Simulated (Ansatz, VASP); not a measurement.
**Pt in VASP and in Ansatz**

File POSCAR:

```
Pt
1.0
    2.7192560100      0.0000000000      0.0000000000
   -1.3596280050      2.3549448950      0.0000000000
    0.0000000000      0.0000000000      4.7921340000
Pt
2
Direct
    0.6666666667      0.3333333333      0.7500000000
    0.3333333333      0.6666666667      0.2500000000
```

INCAR.step1

```
SYSTEM = Pt
PREC     = Accurate       ! precision mode
ENCUT    = 630            ! plane-wave cutoff, eV
ISMEAR   = 0              ! smearing method
SIGMA    = 0.1            ! smearing width, eV
LREAL    = .False.        ! projectors in reciprocal space
LASPH    = .True.         ! aspherical terms in the spheres
NELM     = 120            ! most SCF steps
NBANDS   = 25             ! bands
GGA      = PE             ! functional
ALGO     = Normal         ! electronic algorithm
EDIFF    = 1E-5           ! SCF threshold, eV
LWAVE    = .True.         ! write WAVECAR
LCHARG   = .False.        ! write CHGCAR
GGA_COMPAT= .False.
```

Contents of INCAR.step2:

```
SYSTEM = Pt
PREC     = Accurate       ! precision mode
ENCUT    = 630            ! plane-wave cutoff, eV
EDIFF    = 1E-6           ! SCF threshold, eV
ISMEAR   = 0              ! smearing method
SIGMA    = 0.1            ! smearing width, eV
LREAL    = .False.        ! projectors in reciprocal space
LASPH    = .True.         ! aspherical terms in the spheres
NELM     = 120            ! most SCF steps
ALGO     = Normal         ! electronic algorithm
ISIF     = 2              ! what is computed and relaxed
LWAVE    = .False.        ! write WAVECAR
LCHARG   = .False.        ! write CHGCAR
METAGGA  = R2SCAN         ! meta-GGA
LMIXTAU  = .True.       
NBANDS   = 25             ! bands
ISTART   = 1            
GGA_COMPAT= .False.
```

Contents of KPOINTS:

```
Automatic mesh
0
Gamma
  14 14 7
  0 0 0
```

Input for Ansatz:

```yaml
crystal:
  lattice:
    - [2.71925601, 0.0, 0.0]
    - [-1.359628005, 2.354944895, 0.0]
    - [0.0, 0.0, 4.792134]
  atoms:
    - { symbol: Pt, position: [0.6666666666666666, 0.3333333333333333, 0.75] }
    - { symbol: Pt, position: [0.3333333333333333, 0.6666666666666666, 0.25] }
basis:
  ecutwfc: 520.0
kpoints:
  mp_grid:
    grid: [14, 14, 7]
hamiltonian:
  xc: r2scan
  pseudopotentials:
    kind: paw
scf:
  occupations:
    method: gaussian
output:
  stress: true
```

Alike in both runs: task single point; functional r2SCAN; k mesh 14 × 14 × 7; no spin polarisation.

|  | VASP | Ansatz |
| --- | --- | --- |
| version | VASP 6.6.1 | Ansatz 0.2.0 |
| potentials or method | VASP PAW PBE potentials, release 64 (Pt_sv_GW), cutoff 630 eV | plane waves, PAW |
| occupations | gaussian, width 0.1 eV | gaussian |
| valence electrons in the cell | 36 | 36 |

```csv
,VASP,Ansatz,Ansatz less VASP
pressure (GPa),0.8,1.5,+0.72
"traceless stress, the component that is largest in VASP (GPa)",-2.50,-2.55,-0.053
```

VASP's potentials were made for PBE, not for r2SCAN. Ansatz's warnings: structure snapped to symmetry.

Spin-orbit coupling is off throughout.
